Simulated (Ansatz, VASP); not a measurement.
Bi: VASP beside Ansatz

```xyz
2
Lattice="2.2369 1.2914 3.8848 -2.2369 1.2914 3.8848 0.0000 -2.5829 3.8848" Properties=species:S:1:pos:R:3 pbc="T T T"
Bi    0.0000    0.0000    8.9272
Bi    0.0000    0.0000    2.7271
```

Change from the starting cell: volume scaled by 0.96.

Alike in both runs: task single point; functional PBEsol; k mesh 7 × 7 × 7; occupations fermi-dirac, width 0.05 eV; no spin polarisation.

|  | VASP | Ansatz |
| --- | --- | --- |
| version | VASP 6.6.1 | Ansatz 0.2.0 |
| potentials or method | VASP PAW PBE potentials, release 64 (Bi_d), cutoff 520 eV | all-electron LAPW, scalar-relativistic |

Ansatz gave:

* gap on the k mesh at the Fermi level (eV): 0.28
* least direct gap on the mesh (eV): 0.54
* pressure (GPa): 1.8
* traceless stress, the component that is largest in VASP (GPa): -0.38
* rms of the force components (eV/Å): 0.188

Question: Estimate VASP's values.

Answer: gap on the k mesh at the Fermi level (eV): 0.28; least direct gap on the mesh (eV): 0.54; pressure (GPa): 1.8; traceless stress, the component that is largest in VASP (GPa): -0.38; rms of the force components (eV/Å): 0.191.

VASP's potentials were made for PBE, not for PBEsol. Atom by atom the forces differ by 0.003 eV/Å (rms over components). Ansatz ran all-electron here, and VASP with PAW potentials.

Spin-orbit coupling is off throughout.
